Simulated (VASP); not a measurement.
# CoO (R-3m) in VASP: further runs

Runs on CoO. Level: PBE+U. Tasks: relaxation of shape and atoms at fixed volume.

Program: VASP 6.6.1. These are calculated values, not measurements. Logs are shortened: lines on timing, memory, paths and dates and some standing lists are left out, and cuts for length are marked.

## Step 1: The cell of the first run

The structure is trigonal, space group R-3m (No. 166). Conventional cell: a = 2.945 Å, b = 2.945 Å, c = 7.111 Å, α = 90.00°, β = 90.00°, γ = 120.00°. Co (site symmetry -3m) has 6 O at 2.07 Å within 2.7 Å. Within 2.7 Å of O (site symmetry -3m) lie 6 Co at 2.07 Å.

## Step 2: Relaxation of shape and atoms at fixed volume, PBE+U, collinear spin, ferromagnetic start (volume scaled by 0.88)

The input, INCAR:

```
SYSTEM = CoO
PREC = Accurate ; ENCUT = 600
EDIFF = 1E-6 ; ISMEAR = 0
SIGMA = 0.02 ; LREAL = .False.
LASPH = .True. ; NELM = 150
ALGO = Normal ; ISIF = 4
LWAVE = .False. ; LCHARG = .False.
ISPIN = 2 ; MAGMOM = 2.88 0.24
LORBIT = 11 ; LMAXMIX = 4
LDAU = .True. ; LDAUTYPE = 2
LDAUL = 2 -1 ; LDAUU = 3.32 0
LDAUJ = 0 0 ; LDAUPRINT = 1
GGA = PE ; IBRION = 2
NSW = 50 ; EDIFFG = -0.01
```

The input, KPOINTS:

```
Automatic mesh
0
Gamma
  12 12 12
  0 0 0
```

The input, POSCAR:

```
CoO
1.0
    1.4726408144      0.8502295706      2.3703201762
   -1.4726408144      0.8502295706      2.3703201762
    0.0000000000     -1.7004591412      2.3703201762
Co O
1 1
Direct
    0.0000000000      0.0000000000      0.0000000000
    0.5000000000      0.5000000000      0.5000000000
```

Potentials or basis: VASP PAW PBE potentials, release 64 (Co, O).

The run is started by

```sh
cat potpaw_PBE.64/Co/POTCAR potpaw_PBE.64/O/POTCAR > POTCAR
mpirun -np 1 vasp_std > vasp.out
```

OUTCAR:

```text
SYSTEM = CoO
   PREC = Accurate
   ENCUT = 600
   EDIFF = 1E-6
   ISMEAR = 0
   LREAL = .False.
   LASPH = .True.
   NELM = 150
   ISIF = 4
   ISPIN = 2
   LORBIT = 11
   GGA = PE
   IBRION = 2
   NSW = 50
   EDIFFG = -0.01

 ion  position               nearest neighbor table
   1  0.000  0.000  0.000-   2 2.07   2 2.07   2 2.07   2 2.07   2 2.07   2 2.07
   2  0.500  0.500  0.500-   1 2.07   1 2.07   1 2.07   1 2.07   1 2.07   1 2.07

  LATTYP: Found a trigonal (rhomboedric) cell.
 ALAT       =     2.9171868347
 COS(alpha) =     0.4903228408

  Lattice vectors:

 A1 = (   1.4726408144,   0.8502295706,   2.3703201762)
 A2 = (  -1.4726408144,   0.8502295706,   2.3703201762)
 A3 = (   0.0000000000,  -1.7004591412,   2.3703201762)

Analysis of symmetry for initial positions (statically):
=====================================================================
 Subroutine PRICEL returns:
 Original cell was already a primitive cell.

 Routine SETGRP: Setting up the symmetry group for a
 trigonal (rhombohedral) supercell.

 Subroutine GETGRP returns: Found 12 space group operations
 (whereof 12 operations were pure point group operations)
 out of a pool of 12 trial point group operations.

The static configuration has the point symmetry D_3d.

Analysis of symmetry for dynamics (positions and initial velocities):
=====================================================================
 Subroutine PRICEL returns:
 Original cell was already a primitive cell.

 Routine SETGRP: Setting up the symmetry group for a
 trigonal (rhombohedral) supercell.

 Subroutine GETGRP returns: Found 12 space group operations
 (whereof 12 operations were pure point group operations)
 out of a pool of 12 trial point group operations.

The dynamic configuration has the point symmetry D_3d.

Analysis of structural, dynamic, and magnetic symmetry:
=====================================================================
 Subroutine PRICEL returns:
 Original cell was already a primitive cell.

 Routine SETGRP: Setting up the symmetry group for a
 trigonal (rhombohedral) supercell.

 Subroutine GETGRP returns: Found 12 space group operations
 (whereof 12 operations were pure point group operations)
 out of a pool of 12 trial point group operations.

The overall configuration has the point symmetry D_3d.

 Subroutine INISYM returns: Found 12 space group operations
 (whereof 12 operations are pure point group operations),
 and found     1 'primitive' translations

----------------------------------------------------------------------------------------

                                     Primitive cell

  volume of cell :      17.8070

  direct lattice vectors                    reciprocal lattice vectors
     1.472640814  0.850229571  2.370320176     0.339526105  0.196025488  0.140627978
    -1.472640814  0.850229571  2.370320176    -0.339526105  0.196025488  0.140627978
     0.000000000 -1.700459141  2.370320176     0.000000000 -0.392050976  0.140627978

  length of vectors
     2.917186835  2.917186835  2.917186835     0.416509539  0.416509539  0.416509539

  position of ions in fractional coordinates (direct lattice)
     0.000000000  0.000000000  0.000000000
     0.500000000  0.500000000  0.500000000

  ion indices of the primitive-cell ions
   primitive index   ion index
                 1           1
                 2           2

----------------------------------------------------------------------------------------

 KPOINTS: Automatic mesh

Automatic generation of k-mesh.
 Grid dimensions read from file:
 generate k-points for:   12   12   12

 Generating k-lattice:

  Cartesian coordinates                     Fractional coordinates (reciprocal lattice)
     0.028293842  0.016335457  0.011718998     0.083333333  0.000000000  0.000000000
    -0.028293842  0.016335457  0.011718998     0.000000000  0.083333333  0.000000000
     0.000000000 -0.032670915  0.011718998     0.000000000  0.000000000  0.083333333

  Length of vectors
     0.034709128  0.034709128  0.034709128

  Shift w.r.t. Gamma in fractional coordinates (k-lattice)
     0.000000000  0.000000000  0.000000000

 Subroutine IBZKPT returns following result:
 ===========================================

 Found    189 irreducible k-points:

 Following reciprocal coordinates:
            Coordinates               Weight
  0.000000  0.000000  0.000000      1.000000
  0.083333  0.000000 -0.000000      6.000000
  0.166667 -0.000000  0.000000      6.000000
  0.250000  0.000000 -0.000000      6.000000
  0.333333  0.000000 -0.000000      6.000000
  0.416667 -0.000000 -0.000000      6.000000
[... 16 lines left out ...]
  0.500000  0.166667 -0.000000     12.000000
 -0.416667  0.166667  0.000000     12.000000
 [... further k-points ...]
   k-points           NKPTS =    189   k-points in BZ     NKDIM =    189   number of bands    NBANDS=     13
   number of dos      NEDOS =    301   number of ions     NIONS =      2
   total plane-waves  NPLWV =  13824
   dimension x,y,z NGX =    24 NGY =   24 NGZ =   24
   dimension x,y,z NGXF=    48 NGYF=   48 NGZF=   48
   ions per type =               1   1
   NGX,Y,Z   is equivalent  to a cutoff of  13.68, 13.68, 13.68 a.u.
   NGXF,Y,Z  is equivalent  to a cutoff of  27.35, 27.35, 27.35 a.u.
 SYSTEM =  CoO
   PREC   = accura    normal or accurate (medium, high low for compatibility)
   ISTART =      0    job   : 0-new  1-cont  2-samecut
   ICHARG =      2    charge: 1-file 2-atom 10-const
   ISPIN  =      2    spin polarized calculation?
   LNONCOLLINEAR =      F non collinear calculations
   LSORBIT =      F    spin-orbit coupling
   LASPH  =      T    aspherical Exc in radial PAW
   ENCUT  =  600.0 eV  44.10 Ry    6.64 a.u.   5.83  5.83  5.83*2*pi/ulx,y,z
   NELM   =    150;   NELMIN=  2; NELMDL= -5     # of ELM steps
   EDIFF  = 0.1E-05   stopping-criterion for ELM
   LREAL  =      F    real-space projection
   EDIFFG = -.1E-01   stopping-criterion for IOM
   NSW    =     50    number of steps for IOM
   IBRION =      2    ionic relax: 0-MD 1-quasi-New 2-CG
   NFREE  =      1    steps in history (QN), initial steepest desc. (CG)
   ISIF   =      4    stress and relaxation
   ISYM   =      2    0-nonsym 1-usesym 2-fastsym
   POTIM  = 0.5000    time-step for ionic-motion
   TEBEG  =    0.0;   TEEND  =   0.0 temperature during run
   PSTRESS=    0.0 pullay stress
   NELECT =      15.0000    total number of electrons
   NUPDOWN=      -1.0000    fix difference up-down
   EMIN   =  10.00;   EMAX   =-10.00  energy-range for DOS
   EFERMI =   0.00;   METHOD = LEGACY
   ISMEAR =     0;   SIGMA  =   0.02  broadening in eV -4-tet -1-fermi 0-gaus
   EFERMI_NEDOS =   21; number of points for ismear=-14 and -15
   IALGO  =     38    algorithm
   IMIX   =      4    mixing-type and parameters
     AMIX     =   0.40;   BMIX     =  1.00
     AMIX_MAG =   1.60;   BMIX_MAG =  1.00
  volume/ion in A,a.u.               =       8.90        60.08
  Fermi-wavevector in a.u.,A,eV,Ry     =   1.546114  2.921732 32.524294  2.390468
  Thomas-Fermi vector in A             =   2.651396
   LORBIT       =     11    0 simple, 1 ext, 2 COOP (PROOUT), +10 PAW based schemes
 LDA+U is selected, type is set to LDAUTYPE =  2
   angular momentum for each species LDAUL =     2   -1
   U (eV)           for each species LDAUU =   3.3  0.0
   J (eV)           for each species LDAUJ =   0.0  0.0
   GGA     = PE    functional components
   LHFCALC =     F    Hartree Fock is set to
   AEXX    =    0.0000 exact exchange contribution
   IVDW    =     0    specifies the selected vdW correction
   LEPSILON=     F    determine dielectric tensor
   LRPA    =     F    only Hartree local field effects (RPA)
 conjugate gradient relaxation of ions
 spin polarized calculation
 Gauss-broadening in eV      SIGMA  =   0.02
  energy-cutoff  :      600.00
  volume of cell :       17.81
 maximum number of plane-waves:       606
   NGX = 11   NGY = 11   NGZ = 11

--------------------------------------- Ionic step        1  -------------------------------------------

 number of electron      15.0000000 magnetization       3.0000139

 Free energy of the ion-electron system (eV)
  ---------------------------------------------------
  ext. energy  EPLUGINS =         0.00000000
  ---------------------------------------------------
  free energy    TOTEN  =       -11.41004955 eV

  energy without entropy =      -11.40981722  energy(sigma->0) =      -11.40993338

------------------------ aborting loop because EDIFF is reached ----------------------------------------

  FORCE on cell =-STRESS in cart. coord.  units (eV):
  Direction    XX          YY          ZZ          XY          YZ          ZX
  --------------------------------------------------------------------------------------
  -------------------------------------------------------------------------------------
  Total        2.0316288      2.0316288      1.8250196      0.0000000      0.0000000     -0.0000000
  in kB      182.7947168    182.7947168    164.2051646      0.0000000      0.0000000     -0.0000000
  external PRESSURE =     176.5981994 kB  Pullay stress =       0.0000000 kB
[... 125 lines left out ...]
  FREE ENERGIE OF THE ION-ELECTRON SYSTEM (eV)
  ---------------------------------------------------
  free  energy   TOTEN  =       -11.4120609523 eV

  energy  without entropy=      -11.4118881102  energy(sigma->0) =      -11.41197453

atom =   1  type =  1  l = 2

 onsite density matrix

spin component  1

  0.9897  0.0000 -0.0000 -0.0249 -0.0000
  0.0000  1.0043  0.0000 -0.0000 -0.0249
 -0.0000  0.0000  0.9679 -0.0000 -0.0000
 -0.0249 -0.0000 -0.0000  1.0043 -0.0000
 -0.0000 -0.0249 -0.0000 -0.0000  0.9897

spin component  2

  0.4645  0.0000 -0.0000  0.1282  0.0000
  0.0000  0.1956 -0.0000  0.0000  0.1282
 -0.0000 -0.0000  0.9568 -0.0000 -0.0000
  0.1282  0.0000 -0.0000  0.1956  0.0000
  0.0000  0.1282 -0.0000  0.0000  0.4645

 occupancies and eigenvectors

  o =  0.1442  v =  0.0000  0.0000  0.0000  0.0000  0.0000 -0.0000  0.9283 -0.0000  0.0000 -0.3717      0.0000  0.0000  0.0000  0.0000  0.0000  0.0000  0.0000  0.0000  0.0000  0.0000
  o =  0.1442  v =  0.0000  0.0000  0.0000  0.0000  0.0000  0.3717  0.0000 -0.0000 -0.9283 -0.0000      0.0000  0.0000  0.0000  0.0000  0.0000  0.0000  0.0000  0.0000  0.0000  0.0000
  o =  0.5158  v =  0.0000  0.0000  0.0000  0.0000  0.0000  0.0000 -0.3717 -0.0000  0.0000 -0.9283      0.0000  0.0000  0.0000  0.0000  0.0000  0.0000  0.0000  0.0000  0.0000  0.0000
  o =  0.5158  v =  0.0000  0.0000  0.0000  0.0000  0.0000 -0.9283 -0.0000 -0.0000 -0.3717 -0.0000      0.0000  0.0000  0.0000  0.0000  0.0000  0.0000  0.0000  0.0000  0.0000  0.0000
  o =  0.9568  v =  0.0000  0.0000  0.0000  0.0000  0.0000  0.0000  0.0000 -1.0000  0.0000  0.0000      0.0000  0.0000  0.0000  0.0000  0.0000  0.0000  0.0000  0.0000  0.0000  0.0000
  o =  0.9679  v =  0.0000  0.0000  1.0000 -0.0000  0.0000  0.0000  0.0000  0.0000  0.0000  0.0000      0.0000  0.0000  0.0000  0.0000  0.0000  0.0000  0.0000  0.0000  0.0000  0.0000
  o =  0.9711  v =  0.0000 -0.5995  0.0000  0.0000 -0.8004  0.0000  0.0000  0.0000  0.0000  0.0000      0.0000  0.0000  0.0000  0.0000  0.0000  0.0000  0.0000  0.0000  0.0000  0.0000
  o =  0.9711  v = -0.8004  0.0000 -0.0000 -0.5995 -0.0000  0.0000  0.0000  0.0000  0.0000  0.0000      0.0000  0.0000  0.0000  0.0000  0.0000  0.0000  0.0000  0.0000  0.0000  0.0000
  o =  1.0229  v =  0.0000 -0.8004 -0.0000 -0.0000  0.5995  0.0000  0.0000  0.0000  0.0000  0.0000      0.0000  0.0000  0.0000  0.0000  0.0000  0.0000  0.0000  0.0000  0.0000  0.0000
  o =  1.0229  v = -0.5995 -0.0000  0.0000  0.8004  0.0000  0.0000  0.0000  0.0000  0.0000  0.0000      0.0000  0.0000  0.0000  0.0000  0.0000  0.0000  0.0000  0.0000  0.0000  0.0000

--------------------------------------- Ionic step        5  -------------------------------------------

 number of electron      14.9999997 magnetization       3.0000000

 Free energy of the ion-electron system (eV)
  ---------------------------------------------------
  ext. energy  EPLUGINS =         0.00000000
  ---------------------------------------------------
  free energy    TOTEN  =       -11.41253993 eV

  energy without entropy =      -11.41233123  energy(sigma->0) =      -11.41243558

 E-fermi :   8.8274     XC(G=0): -12.8552

 val. band max:        8.8145766929   @ k =  -0.2500   0.2500   0.2500
 cond. band min:       8.8314162292   @ k =  -0.1667   0.1667   0.0000
 fundamental gap:      0.0168395364
 Fermi energy:         8.8274029119

 spin component 1

 k-point     1 :       0.0000    0.0000    0.0000
  band No.  band energies     occupation
      1     -11.6888      1.00000
      2       3.8335      1.00000
      3       3.8335      1.00000
      4       4.0219      1.00000
      5       4.0219      1.00000
      6       4.8410      1.00000
      7       5.7244      1.00000
      8       5.7244      1.00000
      9       6.0809      1.00000
     10      10.6151      0.00000
     11      26.2339      0.00000
     12      26.3267      0.00000
     13      26.3267      0.00000
[... 785 lines left out ...]
  FREE ENERGIE OF THE ION-ELECTRON SYSTEM (eV)
  ---------------------------------------------------
  free  energy   TOTEN  =       -11.4125399299 eV

  energy  without entropy=      -11.4123312335  energy(sigma->0) =      -11.41243558

 reached required accuracy - stopping structural energy minimisation

 total charge

# of ion       s       p       d       tot
------------------------------------------
    1        0.322   0.423   7.205   7.950
    2        1.550   3.495   0.000   5.045
--------------------------------------------------
tot          1.872   3.918   7.205  12.995

 magnetization (x)

# of ion       s       p       d       tot
------------------------------------------
    1        0.021   0.019   2.677   2.717
    2        0.026   0.242   0.000   0.268
--------------------------------------------------
tot          0.047   0.261   2.677   2.985
```

Wall time 6.2 min (1 thread of Oxide Virtual Turin-like, shared host); peak memory 0.19 GiB.

Results:

```
Free energy                                           : -11.4125 eV
Energy gained by relaxing                             : 1.2 meV/atom
Ionic steps                                           : 5
Pressure after relaxing                               : 17.2 GPa
Band gap on the k mesh                                : zero (filled and empty bands overlap)
Net moment                                            : 3.00 μB per cell
Site moments                                          : Co +2.72; O +0.27 μB
Valence electrons inside the program's atomic spheres : Co 7.95; O 5.04
```

The path:
```csv
step,energy change (eV),largest force (eV/Å),pressure (GPa),volume (Å³)
1,0.0000,0.0000,17.66,17.81
2,-0.0007,0.0000,17.60,17.81
3,-0.0020,0.0000,17.42,17.81
4,-0.0020,0.0000,16.92,17.81
5,-0.0025,0.0000,17.22,17.81
```

Final structure:
```cif
data_structure
_symmetry_space_group_name_H-M 'P 1'
_symmetry_Int_Tables_number 1
_cell_length_a 2.8855
_cell_length_b 2.8855
_cell_length_c 2.8855
_cell_angle_alpha 62.159
_cell_angle_beta 62.159
_cell_angle_gamma 62.159
_cell_volume 17.81
loop_
_atom_site_label
_atom_site_type_symbol
_atom_site_fract_x
_atom_site_fract_y
_atom_site_fract_z
_atom_site_occupancy
Co1 Co 0.00000 0.00000 0.00000 1
O1 O 0.50000 0.50000 0.50000 1
```

Eigenvalues of the final occupation matrices:
```
    site  spin  trace               eigenvalues
site 1 d     1   4.96  0.97 0.97 0.97 1.02 1.02
site 1 d     2   2.28  0.14 0.14 0.52 0.52 0.96
```

Caveat: the cell differs from its parent crystal (volume scaled by 0.88); a cell with one magnetic atom can't hold antiferromagnetic order, which such compounds often take.

[end of part 1 of 2]
